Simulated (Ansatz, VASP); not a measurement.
## NiO2 in VASP and in Ansatz

File INCAR:

```
SYSTEM = NiO2
PREC = Accurate ; ENCUT = 520
EDIFF = 1E-6 ; ISMEAR = 0
SIGMA = 0.05 ; LREAL = .False.
LASPH = .True. ; NELM = 100
ALGO = Normal ; ISIF = 2
LWAVE = .False. ; LCHARG = .False.
GGA = PS ; NBANDS = 18
```

File KPOINTS:

```
Automatic mesh
0
Gamma
  12 12 6
  0 0 0
```

Contents of POSCAR:

```
NiO2
1.0
    2.7134934025      0.0000000000      0.0000000000
   -1.3567467013      2.3499542196      0.0000000000
    0.0000000000      0.0000000000      5.2343287735
Ni O
1 2
Direct
    0.0000000000      0.0000000000      0.5000000000
    0.6666666667      0.3333333333      0.6876599244
    0.3333333333      0.6666666667      0.3123400756
```

Input for Ansatz:

```yaml
crystal:
  lattice:
    - [2.7134934025, 0.0, 0.0]
    - [-1.3567467013, 2.3499542196, 0.0]
    - [0.0, 0.0, 5.2343287735]
  atoms:
    - { symbol: Ni, position: [0.0, 0.0, 0.5] }
    - { symbol: O, position: [0.6666666667, 0.3333333333, 0.6876599244] }
    - { symbol: O, position: [0.3333333333, 0.6666666667, 0.3123400756] }
basis:
  ecutwfc: 520.0
kpoints:
  mp_grid: { grid: [12, 12, 6] }
hamiltonian:
  xc: pbesol
scf:
  occupations: { method: gaussian, width: 0.05 }
output:
  forces: true
  stress: true
  eigenvalues: true
```

Alike in both runs: task single point; functional PBEsol; k mesh 12 × 12 × 6; occupations gaussian, width 0.05 eV; no spin polarisation.

|  | VASP | Ansatz |
| --- | --- | --- |
| version | VASP 6.6.1 | Ansatz 0.2.0 |
| potentials or method | VASP PAW PBE potentials, release 64 (Ni, O), cutoff 520 eV | scalar-relativistic, plane waves, PAW |
| valence electrons in the cell | 22 | 30 |

```csv
,VASP,Ansatz,Ansatz less VASP
gap on the k mesh at the Fermi level (eV),1.20,1.23,+0.025
least direct gap on the mesh (eV),1.37,1.39,+0.020
pressure (GPa),5.0,4.3,-0.64
"traceless stress, the component that is largest in VASP (GPa)",-7.46,-7.30,+0.162
rms of the force components (eV/Å),0.107,0.147,+0.0401
```

VASP's potentials were made for PBE, not for PBEsol. Atom by atom the forces differ by 0.040 eV/Å (rms over components). VASP's potentials hold 22 valence electrons a cell and Ansatz's 30, so a difference there can come from the potentials and not from the codes.
